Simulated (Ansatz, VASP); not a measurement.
Two plane-wave programs on Ta3N

```
Ta N
1.0
     3.03222    0.00000    0.00000
    -1.51611    2.62598    0.00000
     0.00000    0.00000    7.52414
Ta N
3 1
Cartesian
  0.0000 0.0000 3.7621
  0.0000 1.7507 1.3087
  1.5161 0.8753 6.2155
  0.0000 0.0000 0.0000
```

Alike in both runs: task relaxation of cell and atoms; functional PBE; k mesh 18 × 18 × 6; occupations gaussian, width 0.1 eV; no spin polarisation.

```csv
,VASP,Ansatz
version,VASP 6.6.1,Ansatz 0.2.0
potentials or method,"VASP PAW PBE potentials, release 64 (Ta_pv, N), cutoff 600 eV","scalar-relativistic, plane waves, PAW"
valence electrons in the cell,38,44
```

```tsv
	VASP	Ansatz	Ansatz less VASP
gap on the k mesh at the Fermi level, each at its own relaxed structure (eV)	none	none	-
relaxed volume (Å³/atom)	14.95	14.94	-0.011
relaxed length of the cell vector where the two differ most in proportion (Å)	7.566	7.558	-0.0087
```

A gap of «none» marks a metal or a gap that the smearing closes. VASP's potentials hold 38 valence electrons a cell and Ansatz's 44, so a difference there can come from the potentials and not from the codes.

Spin-orbit coupling is off throughout.
